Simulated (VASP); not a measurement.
**Ni2Ge: single point with r2SCAN**

Crystal: Ni2Ge.

```xyz
6
Lattice="3.9781 0.0000 0.0000 -1.9891 3.4452 0.0000 0.0000 0.0000 5.0374" Properties=species:S:1:pos:R:3 pbc="T T T"
Ni    1.9891    1.1484    1.2593
Ni    0.0000    2.2968    3.7780
Ni    0.0000    0.0000    0.0000
Ni    0.0000    0.0000    2.5187
Ge    1.9891    1.1484    3.7780
Ge    0.0000    2.2968    1.2593
```

| Quantity | Value |
| --- | --- |
| Program | VASP 6.6.1 |
| Task | single point |
| Functional | r2SCAN |
| Potentials or basis | VASP PAW PBE potentials, release 64 (Ni, Ge_d) |
| Cutoff | 520 eV |
| k mesh | 12 × 12 × 8 |
| Occupations | gaussian, width 0.1 eV |
| Spin | no spin polarisation |
| Dipole correction | no |
| Further INCAR settings | ALGO = Normal; EDIFF = 1e-06; NBANDS = 43 |

* Pressure: 0.2 GPa
* Band gap on the k mesh: zero (band 34 reaches 12.71 eV, above the bottom of band 35 at 9.61 eV)

Stress tensor (GPa, compression positive):
```
0.25 0.00 0.00
0.00 0.25 0.00
0.00 0.00 0.10
```

Levels at points of the mesh, in eV from the Fermi level:
| k point | band 30 | band 31 | band 32 | band 33 | band 34 | band 35 | band 36 | band 37 | band 38 | band 39 |
| --- | --- | --- | --- | --- | --- | --- | --- | --- | --- | --- |
| (0.00, 0.00, 0.00) | -1.04 | -0.61 | -0.61 | 0.10 | 2.48 | 2.80 | 2.80 | 3.01 | 3.01 | 3.40 |
| (0.50, 0.00, 0.00) | -1.35 | -1.22 | -1.20 | -1.04 | -0.67 | -0.56 | 0.77 | 1.81 | 3.26 | 3.67 |
| (0.00, 0.00, 0.50) | -1.17 | -1.17 | -1.17 | 1.64 | 1.64 | 3.36 | 3.36 | 3.36 | 3.36 | 4.65 |
| (0.50, 0.00, 0.50) | -1.53 | -1.22 | -1.22 | -0.87 | -0.87 | 0.92 | 0.92 | 2.73 | 2.73 | 6.35 |

Run time: 16 min on 1 thread of Intel(R) Xeon(R) Platinum 8375C CPU @ 2.90GHz (Ice Lake) (shared host), peak memory 0.35 GiB.

Caveat: the PAW data sets were made with another functional, which shifts forces and pressure a little. Spin polarisation is off, so any magnetic state and its effect on volume and gap are missing.
